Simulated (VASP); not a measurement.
Crystal: As.

```
As
1.0
     3.00317    0.00000    0.00000
    -1.50158    2.60082    0.00000
     0.00000    0.00000    4.86513
As
2
Cartesian
  0.0000 1.7339 1.2163
  1.5016 0.8669 3.6488
```

This isn't the form of As at room conditions, which is rhombohedral.

| Property | Result |
| --- | --- |
| Program | VASP 6.6.1 |
| Task | relaxation of cell and atoms |
| Functional | PBE |
| Potentials or basis | VASP PAW PBE potentials, release 64 (As) |
| Cutoff | 600 eV |
| k mesh | 16 × 16 × 9 |
| Occupations | fermi-dirac, width 0.05 eV |
| Spin | non-collinear spin, zero start, spin-orbit coupling |
| Starting moments | [[0.0, 0.0, 0.0], [0.0, 0.0, 0.0]] μB |

At the start: pressure 1.4 GPa; volume 19.00 Å³/atom.

Where does the relaxation end?

Over 13 steps the energy falls by 3.3 meV/atom and the volume is 19.25 Å³/atom (+1.3 %); space group P6_3/mmc (No. 194, to 0.1 Å) before and after; moment 0.00 μB per cell.

The path:
```csv
step,energy change (eV),largest force (eV/Å),pressure (GPa),volume (Å³)
1,0.0000,0.0000,1.37,38.00
2,-0.0023,0.0000,-0.55,38.90
3,-0.0028,0.0000,-0.01,38.64
4,-0.0028,0.0000,-0.04,38.65
5,-0.0028,0.0000,-0.05,38.65
6,-0.0031,0.0000,-0.08,38.63
7,-0.0041,0.0000,-0.10,38.60
8,-0.0061,0.0000,-0.05,38.53
9,-0.0052,0.0000,0.36,38.38
10,-0.0066,0.0000,0.09,38.46
11,-0.0066,0.0000,0.06,38.48
12,-0.0063,0.0000,-0.43,38.72
13,-0.0066,0.0000,0.01,38.50
```

Final structure:
```
CELL_PARAMETERS angstrom
3.05475 0.00000 0.00000
-1.52737 2.64549 0.00000
0.00000 0.00000 4.76438
ATOMIC_POSITIONS crystal
As 0.33333 0.66667 0.25000
As 0.66667 0.33333 0.75000
```
